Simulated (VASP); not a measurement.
Set up this calculation in VASP 6.6.1, as the native input.

```
Task                   : relaxation of cell and atoms
Functional             : PBE
Potentials or basis    : VASP PAW PBE potentials, release 64 (Ca_sv, Al, O)
Cutoff                 : 600 eV
k mesh                 : 3 × 3 × 4
Occupations            : gaussian, width 0.1 eV
Spin                   : no spin polarisation
Dipole correction      : no
Further INCAR settings : ALGO = Normal; EDIFF = 1e-06; IBRION = 2; EDIFFG = -0.04; NSW = 90; ISIF = 3
```

The structure of Ca4AlO lies in POSCAR:

```
Ca4AlO
1.0
    5.7836273100      0.0000000000      0.0000000000
   -2.8918136500      5.0087681800      0.0000000000
    0.0000000000      0.0000000000      4.3930206700
Ca Al O
4 1 1
Direct
    0.3333333300      0.6666666700      0.0000000000
    0.1676396500      0.3352793100      0.5000000000
    0.6647206900      0.8323603500      0.5000000000
    0.1676396500      0.8323603500      0.5000000000
    0.6666666700      0.3333333300      0.0000000000
    0.0000000000      0.0000000000      0.0000000000
```

The cell was built from a structure type or drawn by symmetry, and may not be a known phase.

These files were run (other wordings do the same):

INCAR

```
SYSTEM = Ca4AlO
ALGO = Normal
EDIFF = 1E-6
EDIFFG = -0.04
ENCUT = 600
GGA = PE
IBRION = 2
ISIF = 3
ISMEAR = 0
LASPH = .TRUE.
LCHARG = .FALSE.
LREAL = .FALSE.
LWAVE = .FALSE.
NELM = 80
NSW = 90
PREC = Accurate
SIGMA = 0.1
```

KPOINTS

```
k-points
0
G
  3 3 4
  0 0 0
```

Potentials or basis: VASP PAW PBE potentials, release 64 (Ca_sv, Al, O).

The run is started by

```console
$ cat potpaw_PBE.64/Ca_sv/POTCAR potpaw_PBE.64/Al/POTCAR potpaw_PBE.64/O/POTCAR > POTCAR
$ mpirun -np 1 vasp_std > vasp.out
```

It gave:

```
Relaxed volume                        : 31.38 Å³/atom
Relaxed cell                          : a = 7.986 Å, b = 7.986 Å, c = 3.409 Å, α = 90.00°, β = 90.00°, γ = 120.00°
Space group after relaxing (to 0.1 Å) : P-6m2 (No. 187)
Energy gained by relaxing             : 739.0 meV/atom
Ionic steps                           : 13
Pressure after relaxing               : 0.0 GPa
Band gap on the k mesh                : zero (an odd number of electrons rules out a gap without spin polarisation)
```

Caveat: the k points lie up to 0.46 Å⁻¹ apart in the final cell, too coarse for converged energies and pressures of a metal; the volume moved by over 15 % at a fixed basis, so the end points are rough; an odd number of electrons without spin polarisation forces a metal; a magnetic or distorted state may lie lower.

Wall time 5.6 min on 1 thread of AMD EPYC 9R45 96-Core Processor (Zen 5), with other jobs on the host, peak memory 0.27 GiB.
